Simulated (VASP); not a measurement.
## GaN: single point with PBE

The system is GaN.

```
Ga N
1.0
     0.00000    2.27428    2.27428
     2.27428    0.00000    2.27428
     2.27428    2.27428    0.00000
Ga N
1 1
Direct
  0.00000 0.00000 0.00000
  0.25000 0.25000 0.25000
```

* Program: VASP 6.6.1
* Task: single point
* Functional: PBE
* Potentials or basis: VASP PAW PBE potentials, release 64 (Ga_d, N)
* Cutoff: 600 eV
* k mesh: 10 × 10 × 10
* Occupations: gaussian, width 0.02 eV
* Spin: no spin polarisation

- Pressure: -0.1 GPa
- Band gap on the k mesh: 1.55 eV, direct

Levels at points of the mesh, in eV from the valence-band top:
```tsv
k point	band 5	band 6	band 7	band 8	band 9	band 10	band 11	band 12	band 13	band 14
(0.00, 0.00, 0.00)	-13.13	-13.13	0.00	0.00	0.00	1.55	10.13	10.13	10.13	17.23
(0.50, 0.00, 0.00)	-13.09	-11.88	-6.86	-0.93	-0.93	4.45	8.59	10.22	10.22	15.40
(0.50, 0.50, 0.00)	-13.06	-11.45	-6.01	-2.61	-2.61	3.34	6.50	11.52	13.67	13.67
```

Run time: 24 s on 1 thread of Intel(R) Xeon(R) Platinum 8375C CPU @ 2.90GHz (Ice Lake), on a shared host, peak memory 0.16 GiB.

As with any semilocal functional, this PBE gap is likely too small.
